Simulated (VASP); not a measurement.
Crystal: Cu.

```
Cu
1.0
     0.00000    1.82571    1.82571
     1.82571    0.00000    1.82571
     1.82571    1.82571    0.00000
Cu
1
Direct
  0.00000 0.00000 0.00000
```

Base run:

```yaml
Program: VASP 6.6.1
Functional: PBEsol
Potentials_or_basis: VASP PAW PBE potentials, release 64 (Cu)
Cutoff: 520 eV
k_mesh: 12 × 12 × 12
Occupations: fermi-dirac, width 0.06 eV
Spin: no spin polarisation
```

Its results: pressure -9.6 GPa.

After a change of settings the same cell gave: pressure -15.2 GPa. Which change was it?
A. functional from PBEsol to PBE
B. further incar settings from ALGO = Normal; EDIFF = 1e-06; NBANDS = 12 to ALGO = Normal; EDIFF = 1e-07; NBANDS = 12
C. functional from PBEsol to PBE; further incar settings from ALGO = Normal; EDIFF = 1e-06; NBANDS = 12 to ALGO = Normal; EDIFF = 1e-07; NBANDS = 12
D. functional from PBEsol to LDA; potentials or basis from VASP PAW PBE potentials, release 64 (Cu) to VASP PAW LDA potentials, release 64 (Cu)

D.

Caveats: the PAW data sets were made with another functional, which shifts forces and pressure a little (some runs).
